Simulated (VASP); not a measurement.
# MgS (m.b) (Fm-3m) in VASP: further runs

The runs below take MgS (m.b) through single point, with PBE.

All numbers are computed with VASP 6.6.1; they aren't measurements. Logs are shortened: lines on timing, memory, paths and dates and some standing lists are left out, and cuts for length are marked.

### 1 The cell of the first run

It takes space group Fm-3m (No. 225, cubic). Conventional cell: a = 5.230 Å, b = 5.230 Å, c = 5.230 Å, α = 90.00°, β = 90.00°, γ = 90.00°. Within 3.4 Å of Mg (site symmetry m-3m) lie 6 S at 2.61 Å. Within 3.4 Å of S (site symmetry m-3m) lie 6 Mg at 2.61 Å.

### 2 Single point, PBE

The input, INCAR:

```
SYSTEM = MgS
ALGO     = Normal         ! electronic algorithm
EDIFF    = 1E-6           ! SCF threshold, eV
ENCUT    = 600            ! plane-wave cutoff, eV
GGA      = PE             ! functional
GGA_COMPAT= .False.      
ISIF     = 2              ! what is computed and relaxed
ISMEAR   = 0              ! smearing method
LASPH    = .True.         ! aspherical terms in the spheres
LCHARG   = .False.        ! write CHGCAR
LREAL    = .False.        ! projectors in reciprocal space
LWAVE    = .False.        ! write WAVECAR
NBANDS   = 11             ! bands
NELM     = 120            ! most SCF steps
PREC     = Accurate       ! precision mode
SIGMA    = 0.02           ! smearing width, eV
```

The input, KPOINTS:

```
k-points
0
Gamma
  8 8 8
  0 0 0
```

The input, POSCAR:

```
MgS
1.0
    0.0000000000      2.6147886073      2.6147886073
    2.6147886073      0.0000000000      2.6147886073
    2.6147886073      2.6147886073      0.0000000000
Mg S
1 1
Direct
    0.0000000000      0.0000000000      0.0000000000
    0.5000000000      0.5000000000      0.5000000000
```

Potentials or basis: VASP PAW PBE potentials, release 64 (Mg, S).

Run with:

```bash
> cat potpaw_PBE.64/Mg/POTCAR potpaw_PBE.64/S/POTCAR > POTCAR
> mpirun -np 1 vasp_std > vasp.out
```

OUTCAR:

```text
SYSTEM = MgS
   EDIFF = 1E-6
   ENCUT = 600
   GGA = PE
   ISIF = 2
   ISMEAR = 0
   LASPH = .True.
   LREAL = .False.
   NELM = 120
   PREC = Accurate

 ion  position               nearest neighbor table
   1  0.000  0.000  0.000-   2 2.61   2 2.61   2 2.61   2 2.61   2 2.61   2 2.61
   2  0.500  0.500  0.500-   1 2.61   1 2.61   1 2.61   1 2.61   1 2.61   1 2.61

  LATTYP: Found a face centered cubic cell.
 ALAT       =     5.2295772146

  Lattice vectors:

 A1 = (   0.0000000000,   2.6147886073,   2.6147886073)
 A2 = (   2.6147886073,   0.0000000000,   2.6147886073)
 A3 = (   2.6147886073,   2.6147886073,   0.0000000000)

Analysis of symmetry for initial positions (statically):
=====================================================================
 Subroutine PRICEL returns:
 Original cell was already a primitive cell.

 Routine SETGRP: Setting up the symmetry group for a
 face centered cubic supercell.

 Subroutine GETGRP returns: Found 48 space group operations
 (whereof 48 operations were pure point group operations)
 out of a pool of 48 trial point group operations.

The static configuration has the point symmetry O_h .

Analysis of symmetry for dynamics (positions and initial velocities):
=====================================================================
 Subroutine PRICEL returns:
 Original cell was already a primitive cell.

 Routine SETGRP: Setting up the symmetry group for a
 face centered cubic supercell.

 Subroutine GETGRP returns: Found 48 space group operations
 (whereof 48 operations were pure point group operations)
 out of a pool of 48 trial point group operations.

The dynamic configuration has the point symmetry O_h .

 Subroutine INISYM returns: Found 48 space group operations
 (whereof 48 operations are pure point group operations),
 and found     1 'primitive' translations

----------------------------------------------------------------------------------------

                                     Primitive cell

  volume of cell :      35.7552

  direct lattice vectors                    reciprocal lattice vectors
     0.000000000  2.614788607  2.614788607    -0.191220047  0.191220047  0.191220047
     2.614788607  0.000000000  2.614788607     0.191220047 -0.191220047  0.191220047
     2.614788607  2.614788607  0.000000000     0.191220047  0.191220047 -0.191220047

  length of vectors
     3.697869511  3.697869511  3.697869511     0.331202837  0.331202837  0.331202837

  position of ions in fractional coordinates (direct lattice)
     0.000000000  0.000000000  0.000000000
     0.500000000  0.500000000  0.500000000

  ion indices of the primitive-cell ions
   primitive index   ion index
                 1           1
                 2           2

----------------------------------------------------------------------------------------

 KPOINTS: k-points

Automatic generation of k-mesh.
 Grid dimensions read from file:
 generate k-points for:    8    8    8

 Generating k-lattice:

  Cartesian coordinates                     Fractional coordinates (reciprocal lattice)
    -0.023902506  0.023902506  0.023902506     0.125000000  0.000000000  0.000000000
     0.023902506 -0.023902506  0.023902506     0.000000000  0.125000000  0.000000000
     0.023902506  0.023902506 -0.023902506     0.000000000  0.000000000  0.125000000

  Length of vectors
     0.041400355  0.041400355  0.041400355

  Shift w.r.t. Gamma in fractional coordinates (k-lattice)
     0.000000000  0.000000000  0.000000000

 Subroutine IBZKPT returns following result:
 ===========================================

 Found     29 irreducible k-points:

 Following reciprocal coordinates:
            Coordinates               Weight
  0.000000  0.000000  0.000000      1.000000
  0.125000  0.000000  0.000000      8.000000
  0.250000  0.000000  0.000000      8.000000
  0.375000  0.000000  0.000000      8.000000
  0.500000  0.000000  0.000000      4.000000
  0.125000  0.125000  0.000000      6.000000
[... 16 lines left out ...]
  0.500000  0.250000  0.125000     48.000000
 -0.375000  0.250000  0.125000     24.000000
 [... further k-points ...]
   k-points           NKPTS =     29   k-points in BZ     NKDIM =     29   number of bands    NBANDS=     11
   number of dos      NEDOS =    301   number of ions     NIONS =      2
   total plane-waves  NPLWV =  27000
   dimension x,y,z NGX =    30 NGY =   30 NGZ =   30
   dimension x,y,z NGXF=    60 NGYF=   60 NGZF=   60
   ions per type =               1   1
   NGX,Y,Z   is equivalent  to a cutoff of  13.49, 13.49, 13.49 a.u.
   NGXF,Y,Z  is equivalent  to a cutoff of  26.97, 26.97, 26.97 a.u.
 SYSTEM =  MgS
   PREC   = accura    normal or accurate (medium, high low for compatibility)
   ISTART =      0    job   : 0-new  1-cont  2-samecut
   ICHARG =      2    charge: 1-file 2-atom 10-const
   ISPIN  =      1    spin polarized calculation?
   LNONCOLLINEAR =      F non collinear calculations
   LSORBIT =      F    spin-orbit coupling
   LASPH  =      T    aspherical Exc in radial PAW
   ENCUT  =  600.0 eV  44.10 Ry    6.64 a.u.   7.39  7.39  7.39*2*pi/ulx,y,z
   NELM   =    120;   NELMIN=  2; NELMDL= -5     # of ELM steps
   EDIFF  = 0.1E-05   stopping-criterion for ELM
   LREAL  =      F    real-space projection
   EDIFFG = 0.1E-04   stopping-criterion for IOM
   NSW    =      0    number of steps for IOM
   IBRION =     -1    ionic relax: 0-MD 1-quasi-New 2-CG
   NFREE  =      0    steps in history (QN), initial steepest desc. (CG)
   ISIF   =      2    stress and relaxation
   ISYM   =      2    0-nonsym 1-usesym 2-fastsym
   POTIM  = 0.5000    time-step for ionic-motion
   TEBEG  =    0.0;   TEEND  =   0.0 temperature during run
   PSTRESS=    0.0 pullay stress
   NELECT =       8.0000    total number of electrons
   NUPDOWN=      -1.0000    fix difference up-down
   EMIN   =  10.00;   EMAX   =-10.00  energy-range for DOS
   EFERMI =   0.00;   METHOD = LEGACY
   ISMEAR =     0;   SIGMA  =   0.02  broadening in eV -4-tet -1-fermi 0-gaus
   EFERMI_NEDOS =   21; number of points for ismear=-14 and -15
   IALGO  =     38    algorithm
   IMIX   =      4    mixing-type and parameters
     AMIX     =   0.40;   BMIX     =  1.00
     AMIX_MAG =   1.60;   BMIX_MAG =  1.00
  volume/ion in A,a.u.               =      17.88       120.64
  Fermi-wavevector in a.u.,A,eV,Ry     =   0.993859  1.878122 13.439241  0.987756
  Thomas-Fermi vector in A             =   2.125770
   LORBIT       =      0    0 simple, 1 ext, 2 COOP (PROOUT), +10 PAW based schemes
   GGA     = PE    functional components
   LHFCALC =     F    Hartree Fock is set to
   AEXX    =    0.0000 exact exchange contribution
   IVDW    =     0    specifies the selected vdW correction
   LEPSILON=     F    determine dielectric tensor
   LRPA    =     F    only Hartree local field effects (RPA)
 non-spin polarized calculation
 Gauss-broadening in eV      SIGMA  =   0.02
  energy-cutoff  :      600.00
  volume of cell :       35.76
 maximum number of plane-waves:      1243
 NGX is ok and might be reduce to    30
   NGX = 15   NGY = 15   NGZ = 15

 number of electron       7.9999999 magnetization

 Free energy of the ion-electron system (eV)
  ---------------------------------------------------
  ext. energy  EPLUGINS =         0.00000000
  ---------------------------------------------------
  free energy    TOTEN  =        -8.50327957 eV

  energy without entropy =       -8.50327957  energy(sigma->0) =       -8.50327957

 E-fermi :   3.7612     XC(G=0):  -9.6261

 val. band max:        3.5913539079   @ k =   0.0000   0.0000   0.0000
 cond. band min:       6.3337962462   @ k =   0.5000   0.5000   0.0000
 fundamental gap:      2.7424423383
 Fermi energy:         3.7612029515

 k-point     1 :       0.0000    0.0000    0.0000
  band No.  band energies     occupation
      1      -8.9902      2.00000
      2       3.5914      2.00000
      3       3.5914      2.00000
      4       3.5914      2.00000
      5       7.1835      0.00000
      6      11.5548      0.00000
      7      11.5548      0.00000
      8      11.5548      0.00000
      9      13.9234      0.00000
     10      13.9234      0.00000
     11      16.0938      0.00000

 k-point     2 :       0.1250    0.0000    0.0000
  band No.  band energies     occupation
      1      -8.8428      2.00000
      2       2.5535      2.00000
      3       3.4936      2.00000
      4       3.4936      2.00000
      5       7.9916      0.00000
      6      11.2248      0.00000
      7      11.7947      0.00000
      8      11.7947      0.00000
      9      13.2778      0.00000
     10      13.2778      0.00000
     11      16.1748      0.00000

 k-point     3 :       0.2500    0.0000    0.0000
  band No.  band energies     occupation
      1      -8.4451      2.00000
      2       0.8222      2.00000
      3       3.2799      2.00000
      4       3.2799      2.00000
      5       8.4934      0.00000
      6      11.3942      0.00000
      7      11.3942      0.00000
      8      11.8106      0.00000
      9      13.8551      0.00000
     10      13.8551      0.00000
     11      15.3793      0.00000

 k-point     4 :       0.3750    0.0000    0.0000
  band No.  band energies     occupation
      1      -7.9618      2.00000
      2      -0.5927      2.00000
      3       3.0914      2.00000
      4       3.0914      2.00000
      5       8.2510      0.00000
      6      10.7266      0.00000
      7      10.7266      0.00000
      8      13.1966      0.00000
      9      15.1082      0.00000
     10      15.7953      0.00000
     11      15.7953      0.00000

 k-point     5 :       0.5000    0.0000    0.0000
  band No.  band energies     occupation
      1      -7.7232      2.00000
      2      -1.1578      2.00000
      3       3.0193      2.00000
      4       3.0193      2.00000
      5       8.1178      0.00000
      6      10.4804      0.00000
      7      10.4804      0.00000
      8      13.5392      0.00000
      9      15.6624      0.00000
     10      17.9191      0.00000
     11      17.9191      0.00000
[... 211 lines left out ...]
 k-point    21 :       0.5000    0.5000    0.0000
  band No.  band energies     occupation
      1      -7.3638      2.00000
      2      -0.5226      2.00000
      3       1.9429      2.00000
      4       1.9429      2.00000
      5       6.3338      0.00000
      6       8.0321      0.00000
      7      15.4469      0.00000
      8      16.3668      0.00000
      9      16.8078      0.00000
     10      16.8078      0.00000
     11      19.3640      0.00000

 k-point    22 :       0.3750    0.2500    0.1250
  band No.  band energies     occupation
      1      -8.1344      2.00000
      2       0.5627      2.00000
      3       2.1714      2.00000
      4       2.9347      2.00000
      5       9.3152      0.00000
      6      10.0963      0.00000
      7      10.6310      0.00000
      8      12.7205      0.00000
      9      13.6861      0.00000
     10      16.4940      0.00000
     11      18.3515      0.00000

 k-point    23 :       0.5000    0.2500    0.1250
  band No.  band energies     occupation
      1      -7.7272      2.00000
      2      -0.2566      2.00000
      3       1.6433      2.00000
      4       2.6283      2.00000
      5       9.1674      0.00000
      6       9.9518      0.00000
      7      11.3694      0.00000
      8      12.5162      0.00000
      9      15.1773      0.00000
     10      17.7620      0.00000
     11      18.3786      0.00000

 k-point    24 :      -0.3750    0.2500    0.1250
  band No.  band energies     occupation
      1      -7.5335      2.00000
      2      -0.6376      2.00000
      3       1.5018      2.00000
      4       2.4699      2.00000
      5       9.1242      0.00000
      6       9.6690      0.00000
      7      11.9604      0.00000
      8      12.9371      0.00000
      9      15.7908      0.00000
     10      16.7609      0.00000
     11      19.0617      0.00000

 [... further k-points ...]
[... 5 lines left out ...]
  --------------------------------------------------------------------------------------
  -------------------------------------------------------------------------------------
  Total       -0.0586111     -0.0586111     -0.0586111      0.0000000      0.0000000     -0.0000000
  in kB       -2.6263388     -2.6263388     -2.6263388      0.0000000      0.0000000     -0.0000000
  external PRESSURE =      -2.6263388 kB  Pullay stress =       0.0000000 kB

 VOLUME and BASIS-vectors are now :
 -----------------------------------------------------------------------------
  energy-cutoff  :      600.00
  volume of cell :       35.76
      direct lattice vectors                 reciprocal lattice vectors
     0.000000000  2.614788607  2.614788607    -0.191220047  0.191220047  0.191220047
     2.614788607  0.000000000  2.614788607     0.191220047 -0.191220047  0.191220047
     2.614788607  2.614788607  0.000000000     0.191220047  0.191220047 -0.191220047

 POSITION                                       TOTAL-FORCE (eV/Angst)
 -----------------------------------------------------------------------------------
      0.00000      0.00000      0.00000         0.000000     -0.000000     -0.000000
      2.61479      2.61479      2.61479        -0.000000      0.000000      0.000000
 -----------------------------------------------------------------------------------
    total drift:                               -0.000000     -0.000000      0.000000

  FREE ENERGIE OF THE ION-ELECTRON SYSTEM (eV)
  ---------------------------------------------------
  free  energy   TOTEN  =        -8.5032795653 eV

  energy  without entropy=       -8.5032795653  energy(sigma->0) =       -8.50327957
```

Wall time 14 s (1 thread of Intel Xeon 6975P-C, shared host); peak memory 0.17 GiB.

Results:

* Free energy: -8.5033 eV
* Pressure: -0.3 GPa
* Band gap on the k mesh: 2.74 eV, indirect (least direct gap 3.59 eV)

[end of part 1 of 2]
